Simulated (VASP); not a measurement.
A run of VASP 6.6.1 is set up as follows.

Contents of INCAR:

```
SYSTEM = NaOs2
  PREC = Accurate
  ENCUT = 600
  EDIFF = 1E-6
  ISMEAR = 0
  SIGMA = 0.2
  LREAL = .FALSE.
  LASPH = .TRUE.
  NELM = 60
  ALGO = Fast
  ISIF = 3
  LWAVE = .FALSE.
  LCHARG = .FALSE.
  GGA = PE
  IBRION = 2
  NSW = 80
  EDIFFG = -0.025
```

KPOINTS

```
Automatic mesh
0
G
  8 4 4
  0 0 0
```

Contents of POSCAR:

```
NaOs2
1.0
    1.3491790036     -2.3295856798     -0.0389794070
   -4.1451901853     -2.3859657664     -0.0132018435
    0.0353913289     -0.1031585894     -7.5696348786
Na Os
2 4
Direct
    0.9471924863      1.0025444893      0.9910488727
    0.5319672601      0.4740099991      0.9978991684
    0.5325381116      0.8402082904      0.3638496429
    0.9926885701      0.3493113319      0.3686304756
    1.0212348836      0.6511199836      0.6417018680
    0.4743786883      0.1828059057      0.6368699724
```

Potentials or basis: VASP PAW PBE potentials, release 64 (Na_pv, Os).

Command:

```sh
$ cat potpaw_PBE.64/Na_pv/POTCAR potpaw_PBE.64/Os/POTCAR > POTCAR
$ mpirun -np 1 vasp_std > vasp.out
```

(1) Estimate the relaxed volume.

(2) What does it give for the space group after relaxing (to 0.1 Å)?

## Answers

(1) 16.62 Å³/atom.

(2) P-3m1 (No. 164).
